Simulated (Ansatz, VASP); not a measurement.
## Hf in VASP and in Ansatz

Contents of INCAR:

```
PREC     = Accurate       # precision mode
ENCUT    = 400            # plane-wave cutoff, eV
EDIFF    = 1E-8           # SCF threshold, eV
ISMEAR   = -1             # smearing method
SIGMA    = 0.05           # smearing width, eV
LREAL    = F              # projectors in reciprocal space
LASPH    = T              # aspherical terms in the spheres
NELM     = 120            # most SCF steps
ALGO     = Normal         # electronic algorithm
ISIF     = 2              # what is computed and relaxed
LWAVE    = F              # write WAVECAR
LCHARG   = F              # write CHGCAR
GGA      = PE             # functional
LEFG     = T            
NBANDS   = 11             # bands
GGA_COMPAT= F
```

File KPOINTS:

```
Automatic mesh
0
Gamma
  13 13 13
```

File POSCAR:

```
Hf
1.0
    0.0000000000      2.2043875502      2.2043875502
    2.2043875502      0.0000000000      2.2043875502
    2.2043875502      2.2043875502      0.0000000000
Hf
1
Direct
    0.0000000000      0.0000000000      0.0000000000
```

Input for Ansatz:

```yaml
crystal:
  lattice:
    - [0.0, 2.2043875502, 2.2043875502]
    - [2.2043875502, 0.0, 2.2043875502]
    - [2.2043875502, 2.2043875502, 0.0]
  atoms:
    - { symbol: Hf, position: [0.0, 0.0, 0.0] }
kpoints:
  mp_grid: { grid: [13, 13, 13] }
scf:
  occupations: { method: fermi_dirac, width: 0.05 }
hamiltonian:
  xc: pbe
  pseudopotentials: { kind: all_electron, datasets: crystal }
output:
  forces: true
  stress: true
  eigenvalues: true
  efg: { contact_densities: true }
```

Change from the starting cell: volume scaled by 0.95, crystal datasets.

Alike in both runs: task electric field gradients; functional PBE; k mesh 13 × 13 × 13; occupations fermi-dirac, width 0.05 eV; no spin polarisation.

|  | VASP | Ansatz |
| --- | --- | --- |
| version | VASP 6.6.1 | Ansatz 0.2.0 |
| potentials or method | VASP PAW PBE potentials, release 64 (Hf_pv), cutoff 400 eV | all-electron PAW with datasets made for the crystal, scalar-relativistic |

```tsv
	VASP	Ansatz	Ansatz less VASP
pressure (GPa)	5.3	5.8	+0.53
```

Ansatz ran all-electron here, and VASP with PAW potentials.

Neither program's run includes spin-orbit coupling.
